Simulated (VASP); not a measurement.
# CdSe (F-43m) in VASP: single point with PBE

Aim: the single point of CdSe with PBE.

All numbers are computed with VASP 6.6.1; they aren't measurements. Logs are shortened: lines on timing, memory, paths and dates and some standing lists are left out, and cuts for length are marked.

### 1 The cell of the first run

Symmetry: F-43m, No. 216, cubic system. The conventional cell has a = 6.020 Å, b = 6.020 Å, c = 6.020 Å, α = 90.00°, β = 90.00°, γ = 90.00°. Within 3.4 Å of Cd (site symmetry -43m) lie 4 Se at 2.61 Å. Within 3.4 Å of Se (site symmetry -43m) lie 4 Cd at 2.61 Å.

### 2 Single point, PBE, non-collinear spin, zero start, spin-orbit coupling

INCAR reads:

```
SYSTEM = CdSe
PREC = Accurate ; ENCUT = 520
EDIFF = 1E-7 ; ISMEAR = 0
SIGMA = 0.01 ; LREAL = .False.
LASPH = .True. ; NELM = 150
ALGO = Normal ; ISIF = 2
LWAVE = .False. ; LCHARG = .False.
MAGMOM = 0 0 0 0 0 0 ; LORBIT = 11
LSORBIT = .True. ; GGA_COMPAT = .False.
LORBMOM = .True. ; GGA = PE
NBANDS = 30
```

KPOINTS reads:

```
regular mesh
0
Gamma
  8 8 8
  0 0 0
```

POSCAR reads:

```
CdSe
1.0
    0.0000000000      3.0100000000      3.0100000000
    3.0100000000      0.0000000000      3.0100000000
    3.0100000000      3.0100000000      0.0000000000
Cd Se
1 1
Direct
    0.0000000000      0.0000000000      0.0000000000
    0.2500000000      0.2500000000      0.2500000000
```

Potentials or basis: VASP PAW PBE potentials, release 64 (Cd, Se).

On the command line:

```bash
> cat potpaw_PBE.64/Cd/POTCAR potpaw_PBE.64/Se/POTCAR > POTCAR
> mpirun -np 1 vasp_ncl > vasp.out
```

OUTCAR:

```text
SYSTEM = CdSe
   PREC = Accurate
   ENCUT = 520
   EDIFF = 1E-7
   ISMEAR = 0
   LREAL = .False.
   LASPH = .True.
   NELM = 150
   ISIF = 2
   LORBIT = 11
   LSORBIT = .True.
   GGA = PE

 ion  position               nearest neighbor table
   1  0.000  0.000  0.000-   2 2.61   2 2.61   2 2.61   2 2.61
   2  0.250  0.250  0.250-   1 2.61   1 2.61   1 2.61   1 2.61

  LATTYP: Found a face centered cubic cell.
 ALAT       =     6.0200000000

  Lattice vectors:

 A1 = (   0.0000000000,   3.0100000000,   3.0100000000)
 A2 = (   3.0100000000,   0.0000000000,   3.0100000000)
 A3 = (   3.0100000000,   3.0100000000,   0.0000000000)

Analysis of symmetry for initial positions (statically):
=====================================================================
 Subroutine PRICEL returns:
 Original cell was already a primitive cell.

 Routine SETGRP: Setting up the symmetry group for a
 face centered cubic supercell.

 Subroutine GETGRP returns: Found 24 space group operations
 (whereof 24 operations were pure point group operations)
 out of a pool of 48 trial point group operations.

The static configuration has the point symmetry T_d .

Analysis of symmetry for dynamics (positions and initial velocities):
=====================================================================
 Subroutine PRICEL returns:
 Original cell was already a primitive cell.

 Routine SETGRP: Setting up the symmetry group for a
 face centered cubic supercell.

 Subroutine GETGRP returns: Found 24 space group operations
 (whereof 24 operations were pure point group operations)
 out of a pool of 48 trial point group operations.

The dynamic configuration has the point symmetry T_d .

Analysis of structural, dynamic, and magnetic symmetry:
=====================================================================
 Subroutine PRICEL returns:
 Original cell was already a primitive cell.

 Routine SETGRP: Setting up the symmetry group for a
 face centered cubic supercell.

 Subroutine GETGRP returns: Found 24 space group operations
 (whereof 24 operations were pure point group operations)
 out of a pool of 48 trial point group operations.

The overall configuration has the point symmetry T_d .

 Subroutine INISYM returns: Found 24 space group operations
 (whereof 24 operations are pure point group operations),
 and found     1 'primitive' translations

----------------------------------------------------------------------------------------

                                     Primitive cell

  volume of cell :      54.5418

  direct lattice vectors                    reciprocal lattice vectors
     0.000000000  3.010000000  3.010000000    -0.166112957  0.166112957  0.166112957
     3.010000000  0.000000000  3.010000000     0.166112957 -0.166112957  0.166112957
     3.010000000  3.010000000  0.000000000     0.166112957  0.166112957 -0.166112957

  length of vectors
     4.256782823  4.256782823  4.256782823     0.287716081  0.287716081  0.287716081

  position of ions in fractional coordinates (direct lattice)
     0.000000000  0.000000000  0.000000000
     0.250000000  0.250000000  0.250000000

  ion indices of the primitive-cell ions
   primitive index   ion index
                 1           1
                 2           2

----------------------------------------------------------------------------------------

 KPOINTS: regular mesh

Automatic generation of k-mesh.
 Grid dimensions read from file:
 generate k-points for:    8    8    8

 Generating k-lattice:

  Cartesian coordinates                     Fractional coordinates (reciprocal lattice)
    -0.020764120  0.020764120  0.020764120     0.125000000  0.000000000  0.000000000
     0.020764120 -0.020764120  0.020764120     0.000000000  0.125000000  0.000000000
     0.020764120  0.020764120 -0.020764120     0.000000000  0.000000000  0.125000000

  Length of vectors
     0.035964510  0.035964510  0.035964510

  Shift w.r.t. Gamma in fractional coordinates (k-lattice)
     0.000000000  0.000000000  0.000000000

 Subroutine IBZKPT returns following result:
 ===========================================

 Found     43 irreducible k-points:

 Following reciprocal coordinates:
            Coordinates               Weight
  0.000000  0.000000  0.000000      1.000000
  0.125000  0.000000  0.000000      4.000000
 -0.125000  0.000000  0.000000      4.000000
  0.250000  0.000000  0.000000      4.000000
 -0.250000  0.000000  0.000000      4.000000
  0.375000  0.000000  0.000000      4.000000
[... 16 lines left out ...]
 -0.375000 -0.250000  0.000000     12.000000
  0.500000  0.250000  0.000000     12.000000
 [... further k-points ...]
   k-points           NKPTS =     43   k-points in BZ     NKDIM =     43   number of bands    NBANDS=     30
   number of dos      NEDOS =    301   number of ions     NIONS =      2
[... 26 lines left out ...]
   PSTRESS=    0.0 pullay stress
   NELECT =      18.0000    total number of electrons
   NUPDOWN=      -1.0000    fix difference up-down
   EMIN   =  10.00;   EMAX   =-10.00  energy-range for DOS
   EFERMI =   0.00;   METHOD = LEGACY
   ISMEAR =     0;   SIGMA  =   0.01  broadening in eV -4-tet -1-fermi 0-gaus
   EFERMI_NEDOS =   21; number of points for ismear=-14 and -15
   IALGO  =     38    algorithm
   IMIX   =      4    mixing-type and parameters
     AMIX     =   0.40;   BMIX     =  1.00
     AMIX_MAG =   1.60;   BMIX_MAG =  1.00
  volume/ion in A,a.u.               =      27.27       184.03
  Fermi-wavevector in a.u.,A,eV,Ry     =   1.131330  2.137903 17.414189  1.279907
  Thomas-Fermi vector in A             =   2.268028
   LORBIT       =     11    0 simple, 1 ext, 2 COOP (PROOUT), +10 PAW based schemes
   GGA     = PE    functional components
   LHFCALC =     F    Hartree Fock is set to
   AEXX    =    0.0000 exact exchange contribution
   IVDW    =     0    specifies the selected vdW correction
   LEPSILON=     F    determine dielectric tensor
   LRPA    =     F    only Hartree local field effects (RPA)
 Gauss-broadening in eV      SIGMA  =   0.01
  energy-cutoff  :      520.00
  volume of cell :       54.54
 maximum number of plane-waves:      2960
   NGX = 15   NGY = 15   NGZ = 15

 number of electron      18.0000000 magnetization       0.0000000      0.0000000      0.0000000

 number of electron      17.9999993 magnetization      -0.0000000      0.0000000      0.0000000

 number of electron      17.9999993 magnetization      -0.0000000      0.0000000     -0.0000000

 Free energy of the ion-electron system (eV)
  ---------------------------------------------------
  ext. energy  EPLUGINS =         0.00000000
  ---------------------------------------------------
  free energy    TOTEN  =        -5.47182463 eV

  energy without entropy =       -5.47182463  energy(sigma->0) =       -5.47182463

 E-fermi :   1.3922     XC(G=0):  -9.0274

 val. band max:        1.3122491540   @ k =   0.0000   0.0000   0.0000
 cond. band min:       1.8675855346   @ k =   0.0000   0.0000   0.0000
 fundamental gap:      0.5553363807
 Fermi energy:         1.3921909231

 k-point     1 :       0.0000    0.0000    0.0000
  band No.  band energies     occupation
      1     -11.5796      1.00000
      2     -11.5796      1.00000
      3      -7.1254      1.00000
      4      -7.1254      1.00000
      5      -7.1254      1.00000
      6      -7.1254      1.00000
[... 781 lines left out ...]
     29      13.6668      0.00000
     30      13.6767      0.00000

 [... further k-points ...]

------------------------ aborting loop because EDIFF is reached ----------------------------------------

  FORCE on cell =-STRESS in cart. coord.  units (eV):
  Direction    XX          YY          ZZ          XY          YZ          ZX
  --------------------------------------------------------------------------------------
  -------------------------------------------------------------------------------------
  Total        1.7324968      1.7324968      1.7324968     -0.0000000     -0.0000000     -0.0000000
  in kB       50.8924718     50.8924718     50.8924718     -0.0000000     -0.0000000     -0.0000000
  external PRESSURE =      50.8924718 kB  Pullay stress =       0.0000000 kB

 VOLUME and BASIS-vectors are now :
 -----------------------------------------------------------------------------
  energy-cutoff  :      520.00
  volume of cell :       54.54
      direct lattice vectors                 reciprocal lattice vectors
     0.000000000  3.010000000  3.010000000    -0.166112957  0.166112957  0.166112957
     3.010000000  0.000000000  3.010000000     0.166112957 -0.166112957  0.166112957
     3.010000000  3.010000000  0.000000000     0.166112957  0.166112957 -0.166112957

 POSITION                                       TOTAL-FORCE (eV/Angst)
 -----------------------------------------------------------------------------------
      0.00000      0.00000      0.00000         0.000000      0.000000      0.000000
      1.50500      1.50500      1.50500        -0.000000     -0.000000     -0.000000
 -----------------------------------------------------------------------------------
    total drift:                                0.000000      0.000000      0.000000

  FREE ENERGIE OF THE ION-ELECTRON SYSTEM (eV)
  ---------------------------------------------------
  free  energy   TOTEN  =        -5.4718246291 eV

  energy  without entropy=       -5.4718246291  energy(sigma->0) =       -5.47182463

 orbital moment (x)

 # of ion     p       d       tot
 ----------------------------------------
  1        -0.000   0.000   0.000
  2         0.000  -0.000   0.000
 ----------------------------------------
            0.000   0.000   0.000

 orbital moment (y)

 # of ion     p       d       tot
 ----------------------------------------
  1         0.000  -0.000  -0.000
  2        -0.000   0.000  -0.000
 ----------------------------------------
            0.000  -0.000  -0.000

 orbital moment (z)

 # of ion     p       d       tot
 ----------------------------------------
  1         0.000   0.000   0.000
  2         0.000   0.000   0.000
 ----------------------------------------
            0.000   0.000   0.000

 Spin-Orbit-Coupling matrix elements

 Ion:    1  E_soc:     -0.0591518
 l=   1
     0.0000000    -0.0028665    -0.0028665
    -0.0028665     0.0000000    -0.0028665
    -0.0028665    -0.0028665     0.0000000
 l=   2
     0.0000000    -0.0014227     0.0000000    -0.0014227    -0.0055694
    -0.0014227     0.0000000    -0.0041771    -0.0014227    -0.0013924
     0.0000000    -0.0041771     0.0000000    -0.0041771     0.0000000
    -0.0014227    -0.0014227    -0.0041771     0.0000000    -0.0013924
    -0.0055694    -0.0013924     0.0000000    -0.0013924     0.0000000
 l=   3
     0.0000000     0.0000000     0.0000000     0.0000000     0.0000000     0.0000000     0.0000000
     0.0000000     0.0000000     0.0000000     0.0000000     0.0000000     0.0000000     0.0000000
     0.0000000     0.0000000     0.0000000     0.0000000     0.0000000     0.0000000     0.0000000
     0.0000000     0.0000000     0.0000000     0.0000000     0.0000000     0.0000000     0.0000000
     0.0000000     0.0000000     0.0000000     0.0000000     0.0000000     0.0000000     0.0000000
     0.0000000     0.0000000     0.0000000     0.0000000     0.0000000     0.0000000     0.0000000
     0.0000000     0.0000000     0.0000000     0.0000000     0.0000000     0.0000000     0.0000000

 Ion:    2  E_soc:     -0.0394396
 l=   1
     0.0000000    -0.0065651    -0.0065651
    -0.0065651     0.0000000    -0.0065651
    -0.0065651    -0.0065651     0.0000000
 l=   2
     0.0000000    -0.0000038     0.0000000    -0.0000038    -0.0000044
    -0.0000038     0.0000000    -0.0000033    -0.0000038    -0.0000011
     0.0000000    -0.0000033     0.0000000    -0.0000033     0.0000000
    -0.0000038    -0.0000038    -0.0000033     0.0000000    -0.0000011
    -0.0000044    -0.0000011     0.0000000    -0.0000011     0.0000000
 l=   3
     0.0000000     0.0000000     0.0000000     0.0000000     0.0000000     0.0000000     0.0000000
     0.0000000     0.0000000     0.0000000     0.0000000     0.0000000     0.0000000     0.0000000
     0.0000000     0.0000000     0.0000000     0.0000000     0.0000000     0.0000000     0.0000000
     0.0000000     0.0000000     0.0000000     0.0000000     0.0000000     0.0000000     0.0000000
     0.0000000     0.0000000     0.0000000     0.0000000     0.0000000     0.0000000     0.0000000
     0.0000000     0.0000000     0.0000000     0.0000000     0.0000000     0.0000000     0.0000000
     0.0000000     0.0000000     0.0000000     0.0000000     0.0000000     0.0000000     0.0000000

 total charge

# of ion       s       p       d       tot
------------------------------------------
    1        0.451   0.334   9.555  10.340
    2        1.443   2.413   0.025   3.880
--------------------------------------------------
tot          1.894   2.747   9.580  14.221

 magnetization (x)

# of ion       s       p       d       tot
------------------------------------------
    1       -0.000   0.000   0.000   0.000
    2       -0.000  -0.000   0.000  -0.000
--------------------------------------------------
tot         -0.000   0.000   0.000   0.000

 magnetization (y)

# of ion       s       p       d       tot
------------------------------------------
    1       -0.000   0.000  -0.000  -0.000
    2        0.000   0.000  -0.000   0.000
--------------------------------------------------
tot         -0.000   0.000  -0.000  -0.000

 magnetization (z)

# of ion       s       p       d       tot
------------------------------------------
    1       -0.000  -0.000   0.000   0.000
    2        0.000   0.000  -0.000   0.000
--------------------------------------------------
tot         -0.000   0.000   0.000   0.000
```

Wall time 2 min (1 thread of Intel Xeon 6975P-C, shared host); peak memory 0.37 GiB.

Results:

| Property | Result |
| --- | --- |
| Free energy | -5.4718 eV |
| Pressure | 5.1 GPa |
| Net moment | 0.00 μB per cell |
| Valence electrons inside the program's atomic spheres | Cd 10.34; Se 3.88 |

Moments on the atoms (μB; x, y, z):
```
Cd  0.00 0.00 0.00
Se  0.00 0.00 0.00
```
